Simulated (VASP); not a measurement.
# NaCl (Fmmm) in VASP: notebook

Runs on NaCl. Level: PBE. Tasks: single point.

All numbers are computed with VASP 6.6.1; they aren't measurements. Logs are shortened: lines on timing, memory, paths and dates and some standing lists are left out, and cuts for length are marked.

## Step 1: The cell of the first run

Symmetry: Fmmm, No. 69, orthorhombic system. Conventional cell: a = 5.310 Å, b = 5.663 Å, c = 6.017 Å, α = 90.00°, β = 90.00°, γ = 90.00°. Within 3.5 Å of Na (site symmetry mmm) lie 6 Cl at 2.65 to 3.01 Å. Cl (site symmetry mmm) has 6 Na at 2.65 to 3.01 Å within 3.5 Å.

## Step 2: Single point, PBE (strain +0.0625 x Voigt [1, -1, 0, 0, 0, 0])

Input file INCAR:

```
PREC = Accurate ; ENCUT = 520
EDIFF = 1E-7 ; ISMEAR = 0
SIGMA = 0.05 ; LREAL = F
LASPH = T ; NELM = 60
ALGO = Normal ; ISIF = 2
LWAVE = F ; LCHARG = F
GGA = PE ; NBANDS = 14
```

Input file KPOINTS:

```
regular mesh
0
Gamma
  8 8 8
```

Input file POSCAR:

```
NaCl
1.0
    0.0000000000      2.6547656250      2.8317500000
    3.0087343750      0.0000000000      2.8317500000
    3.0087343750      2.6547656250      0.0000000000
Na Cl
1 1
Direct
    0.0000000000      0.0000000000      0.0000000000
    0.5000000000      0.5000000000      0.5000000000
```

Potentials or basis: VASP PAW PBE potentials, release 64 (Na_pv, Cl).

Launch:

```console
cat potpaw_PBE.64/Na_pv/POTCAR potpaw_PBE.64/Cl/POTCAR > POTCAR
mpirun -np 1 vasp_std > vasp.out
```

OUTCAR:

```text
PREC = Accurate
   ENCUT = 520
   EDIFF = 1E-7
   ISMEAR = 0
   LREAL = F
   LASPH = T
   NELM = 60
   ISIF = 2
   GGA = PE

 ion  position               nearest neighbor table
   1  0.000  0.000  0.000-   2 2.65   2 2.65
   2  0.500  0.500  0.500-   1 2.65   1 2.65

  LATTYP: Found a face centered orthorhombic cell.
 ALAT       =     5.3095312500
 B/A-ratio  =     1.0666666667
 C/A-ratio  =     1.1333333333

  Lattice vectors:

 A1 = (  -3.0087343750,   0.0000000000,  -2.8317500000)
 A2 = (  -3.0087343750,   2.6547656250,   0.0000000000)
 A3 = (   0.0000000000,   2.6547656250,  -2.8317500000)

Analysis of symmetry for initial positions (statically):
=====================================================================
 Subroutine PRICEL returns:
 Original cell was already a primitive cell.

 Routine SETGRP: Setting up the symmetry group for a
 face centered orthorhombic supercell.

 Subroutine GETGRP returns: Found  8 space group operations
 (whereof  8 operations were pure point group operations)
 out of a pool of  8 trial point group operations.

The static configuration has the point symmetry D_2h.

Analysis of symmetry for dynamics (positions and initial velocities):
=====================================================================
 Subroutine PRICEL returns:
 Original cell was already a primitive cell.

 Routine SETGRP: Setting up the symmetry group for a
 face centered orthorhombic supercell.

 Subroutine GETGRP returns: Found  8 space group operations
 (whereof  8 operations were pure point group operations)
 out of a pool of  8 trial point group operations.

The dynamic configuration has the point symmetry D_2h.

 Subroutine INISYM returns: Found  8 space group operations
 (whereof  8 operations are pure point group operations),
 and found     1 'primitive' translations

----------------------------------------------------------------------------------------

                                     Primitive cell

  volume of cell :      45.2371

  direct lattice vectors                    reciprocal lattice vectors
     0.000000000  2.654765625  2.831750000    -0.166182832  0.188340543  0.176569259
     3.008734375  0.000000000  2.831750000     0.166182832 -0.188340543  0.176569259
     3.008734375  2.654765625  0.000000000     0.166182832  0.188340543 -0.176569259

  length of vectors
     3.881570376  4.131741836  4.012513310     0.307027030  0.307027030  0.307027030

  position of ions in fractional coordinates (direct lattice)
     0.000000000  0.000000000  0.000000000
     0.500000000  0.500000000  0.500000000

  ion indices of the primitive-cell ions
   primitive index   ion index
                 1           1
                 2           2

----------------------------------------------------------------------------------------

 KPOINTS: regular mesh

Automatic generation of k-mesh.
 Grid dimensions read from file:
 generate k-points for:    8    8    8

 Generating k-lattice:

  Cartesian coordinates                     Fractional coordinates (reciprocal lattice)
    -0.020772854  0.023542568  0.022071157     0.125000000  0.000000000  0.000000000
     0.020772854 -0.023542568  0.022071157     0.000000000  0.125000000  0.000000000
     0.020772854  0.023542568 -0.022071157     0.000000000  0.000000000  0.125000000

  Length of vectors
     0.038378379  0.038378379  0.038378379

  Shift w.r.t. Gamma in fractional coordinates (k-lattice)
     0.000000000  0.000000000  0.000000000

 Subroutine IBZKPT returns following result:
 ===========================================

 Found     95 irreducible k-points:

 Following reciprocal coordinates:
            Coordinates               Weight
  0.000000  0.000000  0.000000      1.000000
  0.125000  0.000000 -0.000000      8.000000
  0.250000  0.000000 -0.000000      8.000000
  0.375000  0.000000  0.000000      8.000000
  0.500000  0.000000 -0.000000      4.000000
  0.125000  0.125000  0.000000      2.000000
[... 16 lines left out ...]
  0.250000  0.000000  0.125000      8.000000
  0.375000  0.000000  0.125000      8.000000
 [... further k-points ...]
   k-points           NKPTS =     95   k-points in BZ     NKDIM =     95   number of bands    NBANDS=     14
   number of dos      NEDOS =    301   number of ions     NIONS =      2
   total plane-waves  NPLWV =  28800
   dimension x,y,z NGX =    30 NGY =   32 NGZ =   30
   dimension x,y,z NGXF=    60 NGYF=   64 NGZF=   60
   ions per type =               1   1
   NGX,Y,Z   is equivalent  to a cutoff of  12.85, 12.88, 12.43 a.u.
   NGXF,Y,Z  is equivalent  to a cutoff of  25.70, 25.75, 24.86 a.u.
 SYSTEM =  unknown system
   PREC   = accura    normal or accurate (medium, high low for compatibility)
   ISTART =      0    job   : 0-new  1-cont  2-samecut
   ICHARG =      2    charge: 1-file 2-atom 10-const
   ISPIN  =      1    spin polarized calculation?
   LNONCOLLINEAR =      F non collinear calculations
   LSORBIT =      F    spin-orbit coupling
   LASPH  =      T    aspherical Exc in radial PAW
   ENCUT  =  520.0 eV  38.22 Ry    6.18 a.u.   7.22  7.68  7.46*2*pi/ulx,y,z
   NELM   =     60;   NELMIN=  2; NELMDL= -5     # of ELM steps
   EDIFF  = 0.1E-06   stopping-criterion for ELM
   LREAL  =      F    real-space projection
   EDIFFG = 0.1E-05   stopping-criterion for IOM
   NSW    =      0    number of steps for IOM
   IBRION =     -1    ionic relax: 0-MD 1-quasi-New 2-CG
   NFREE  =      0    steps in history (QN), initial steepest desc. (CG)
   ISIF   =      2    stress and relaxation
   ISYM   =      2    0-nonsym 1-usesym 2-fastsym
   POTIM  = 0.5000    time-step for ionic-motion
   TEBEG  =    0.0;   TEEND  =   0.0 temperature during run
   PSTRESS=    0.0 pullay stress
   NELECT =      14.0000    total number of electrons
   NUPDOWN=      -1.0000    fix difference up-down
   EMIN   =  10.00;   EMAX   =-10.00  energy-range for DOS
   EFERMI =   0.00;   METHOD = LEGACY
   ISMEAR =     0;   SIGMA  =   0.05  broadening in eV -4-tet -1-fermi 0-gaus
   EFERMI_NEDOS =   21; number of points for ismear=-14 and -15
   IALGO  =     38    algorithm
   IMIX   =      4    mixing-type and parameters
     AMIX     =   0.40;   BMIX     =  1.00
     AMIX_MAG =   1.60;   BMIX_MAG =  1.00
  volume/ion in A,a.u.               =      22.62       152.64
  Fermi-wavevector in a.u.,A,eV,Ry     =   1.107352  2.092593 16.683864  1.226229
  Thomas-Fermi vector in A             =   2.243866
   LORBIT       =      0    0 simple, 1 ext, 2 COOP (PROOUT), +10 PAW based schemes
   GGA     = PE    functional components
   LHFCALC =     F    Hartree Fock is set to
   AEXX    =    0.0000 exact exchange contribution
   IVDW    =     0    specifies the selected vdW correction
   LEPSILON=     F    determine dielectric tensor
   LRPA    =     F    only Hartree local field effects (RPA)
 non-spin polarized calculation
 Gauss-broadening in eV      SIGMA  =   0.05
  energy-cutoff  :      520.00
  volume of cell :       45.24
 maximum number of plane-waves:      1241
 NGX is ok and might be reduce to    30
   NGX = 15   NGY = 15   NGZ = 15

 number of electron      14.0000005 magnetization

 Free energy of the ion-electron system (eV)
  ---------------------------------------------------
  ext. energy  EPLUGINS =         0.00000000
  ---------------------------------------------------
  free energy    TOTEN  =        -6.72978247 eV

  energy without entropy =       -6.72978247  energy(sigma->0) =       -6.72978247

 E-fermi :  -0.5049     XC(G=0):  -8.1135

 val. band max:       -0.7606202178   @ k =   0.0000   0.0000   0.0000
 cond. band min:       4.2953596178   @ k =   0.0000   0.0000   0.0000
 fundamental gap:      5.0559798356
 Fermi energy:        -0.5049293923

 k-point     1 :       0.0000    0.0000    0.0000
  band No.  band energies     occupation
      1     -21.6016      2.00000
      2     -21.5896      2.00000
      3     -21.5837      2.00000
      4     -13.4396      2.00000
      5      -0.8499      2.00000
      6      -0.7694      2.00000
      7      -0.7606      2.00000
      8       4.2954      0.00000
      9       9.9239      0.00000
     10      10.3856      0.00000
     11      10.8546      0.00000
     12      11.8097      0.00000
     13      13.1061      0.00000
     14      14.1625      0.00000

 k-point     2 :       0.1250    0.0000   -0.0000
  band No.  band energies     occupation
      1     -21.6029      2.00000
      2     -21.5918      2.00000
      3     -21.5853      2.00000
      4     -13.3922      2.00000
      5      -1.1663      2.00000
      6      -0.8407      2.00000
      7      -0.8179      2.00000
      8       4.7846      0.00000
      9       9.7613      0.00000
     10      10.2887      0.00000
     11      10.8788      0.00000
     12      11.6772      0.00000
     13      12.7483      0.00000
     14      14.9775      0.00000

 k-point     3 :       0.2500    0.0000   -0.0000
  band No.  band energies     occupation
      1     -21.6085      2.00000
      2     -21.5974      2.00000
      3     -21.5864      2.00000
      4     -13.2748      2.00000
      5      -1.8809      2.00000
      6      -0.9498      2.00000
      7      -0.9040      2.00000
      8       5.7553      0.00000
      9       9.2118      0.00000
     10      10.1540      0.00000
     11      11.1201      0.00000
     12      12.2432      0.00000
     13      12.6485      0.00000
     14      14.9040      0.00000
[... 324 lines left out ...]
 k-point    23 :       0.2500    0.0000    0.1250
  band No.  band energies     occupation
      1     -21.6060      2.00000
      2     -21.5983      2.00000
      3     -21.5900      2.00000
      4     -13.2637      2.00000
      5      -1.7866      2.00000
      6      -1.0253      2.00000
      7      -0.9730      2.00000
      8       5.8263      0.00000
      9       8.9510      0.00000
     10      10.5823      0.00000
     11      10.8692      0.00000
     12      11.7583      0.00000
     13      12.6888      0.00000
     14      15.9407      0.00000

 k-point    24 :       0.3750    0.0000    0.1250
  band No.  band energies     occupation
      1     -21.6142      2.00000
      2     -21.6018      2.00000
      3     -21.5895      2.00000
      4     -13.1490      2.00000
      5      -2.3340      2.00000
      6      -1.1298      2.00000
      7      -1.0860      2.00000
      8       6.5934      0.00000
      9       8.8291      0.00000
     10      10.2865      0.00000
     11      10.4668      0.00000
     12      12.6625      0.00000
     13      14.1209      0.00000
     14      15.6966      0.00000

 [... further k-points ...]

------------------------ aborting loop because EDIFF is reached ----------------------------------------

  FORCE on cell =-STRESS in cart. coord.  units (eV):
  Direction    XX          YY          ZZ          XY          YZ          ZX
  --------------------------------------------------------------------------------------
  -------------------------------------------------------------------------------------
  Total       -0.3231561      1.2137681      0.1709326      0.0000000     -0.0000000      0.0000000
  in kB      -11.4453217     42.9884085      6.0539735      0.0000000     -0.0000000      0.0000000
  external PRESSURE =      12.5323534 kB  Pullay stress =       0.0000000 kB

 VOLUME and BASIS-vectors are now :
 -----------------------------------------------------------------------------
  energy-cutoff  :      520.00
  volume of cell :       45.24
      direct lattice vectors                 reciprocal lattice vectors
     0.000000000  2.654765625  2.831750000    -0.166182832  0.188340543  0.176569259
     3.008734375  0.000000000  2.831750000     0.166182832 -0.188340543  0.176569259
     3.008734375  2.654765625  0.000000000     0.166182832  0.188340543 -0.176569259

 POSITION                                       TOTAL-FORCE (eV/Angst)
 -----------------------------------------------------------------------------------
      0.00000      0.00000      0.00000        -0.000000     -0.000000      0.000000
      3.00873      2.65477      2.83175         0.000000      0.000000     -0.000000
 -----------------------------------------------------------------------------------
    total drift:                               -0.000000      0.000000      0.000000

  FREE ENERGIE OF THE ION-ELECTRON SYSTEM (eV)
  ---------------------------------------------------
  free  energy   TOTEN  =        -6.7297824720 eV

  energy  without entropy=       -6.7297824720  energy(sigma->0) =       -6.72978247
```

Run time: 41 s. Hardware: 1 thread of Intel Xeon Platinum 8559C (Emerald Rapids), shared host; peak memory 0.19 GiB.

What came out:

| Property | Result |
| --- | --- |
| Free energy | -6.7298 eV |
| Pressure | 1.3 GPa |
| Band gap on the k mesh | 5.06 eV, direct |

Caveat: the cell differs from its parent crystal (strain +0.0625 x Voigt [1, -1, 0, 0, 0, 0]).

## Step 3: Single point, PBE (strain -0.0500 x Voigt [1, -1, 0, 0, 0, 0])

Input file INCAR:

```
ALGO     = Normal         # electronic algorithm
EDIFF    = 1E-7           # SCF threshold, eV
ENCUT    = 520            # plane-wave cutoff, eV
GGA      = PE             # functional
ISIF     = 2              # what is computed and relaxed
ISMEAR   = 0              # smearing method
LASPH    = T              # aspherical terms in the spheres
LCHARG   = T              # write CHGCAR
LELF     = T              # ELF
LREAL    = F              # projectors in reciprocal space
LVHAR    = T            
LWAVE    = F              # write WAVECAR
NBANDS   = 14             # bands
NELM     = 60             # most SCF steps
PREC     = Accurate       # precision mode
SIGMA    = 0.05           # smearing width, eV
```

Input file KPOINTS:

```
k-points
0
Gamma
  8 8 8
```

Input file POSCAR:

```
NaCl
1.0
    0.0000000000      2.9733375000      2.8317500000
    2.6901625000      0.0000000000      2.8317500000
    2.6901625000      2.9733375000      0.0000000000
Na Cl
1 1
Direct
    0.0000000000      0.0000000000      0.0000000000
    0.5000000000      0.5000000000      0.5000000000
```

Potentials or basis: VASP PAW PBE potentials, release 64 (Na_pv, Cl).

Launch:

```console
cat potpaw_PBE.64/Na_pv/POTCAR potpaw_PBE.64/Cl/POTCAR > POTCAR
mpirun -np 1 vasp_std > vasp.out
```

Run time: 34 s. Hardware: 1 thread of Intel Xeon Platinum 8559C (Emerald Rapids), shared host; peak memory 0.19 GiB.

Results (log left out):

* Free energy: -6.7474 eV
* Pressure: 0.9 GPa
* Band gap on the k mesh: 5.05 eV, direct

Stress tensor (GPa, compression positive):
```
 3.24  0.00  0.00
 0.00 -0.96  0.00
 0.00  0.00  0.53
```

Levels at points of the mesh, in eV from the valence-band top:
| k point | band 3 | band 4 | band 5 | band 6 | band 7 | band 8 | band 9 | band 10 | band 11 | band 12 |
| --- | --- | --- | --- | --- | --- | --- | --- | --- | --- | --- |
| (0.00, 0.00, 0.00) | -20.84 | -12.67 | -0.07 | -0.01 | 0.00 | 5.05 | 10.75 | 11.12 | 11.50 | 12.70 |
| (0.50, 0.00, 0.00) | -20.84 | -12.34 | -1.93 | -0.34 | -0.24 | 7.22 | 10.50 | 10.54 | 11.42 | 14.92 |
| (0.50, 0.50, 0.00) | -20.85 | -12.29 | -1.67 | -0.76 | -0.46 | 7.51 | 8.12 | 11.21 | 14.04 | 14.94 |
| (0.50, 0.00, 0.50) | -20.84 | -12.34 | -1.68 | -0.59 | -0.44 | 7.54 | 8.26 | 10.75 | 14.70 | 15.12 |
| (0.00, 0.50, 0.50) | -20.85 | -12.26 | -1.62 | -0.79 | -0.63 | 7.53 | 7.89 | 11.71 | 14.01 | 14.67 |

Caveat: the cell differs from its parent crystal (strain -0.0500 x Voigt [1, -1, 0, 0, 0, 0]).

(Part 1 of 2 ends here.)
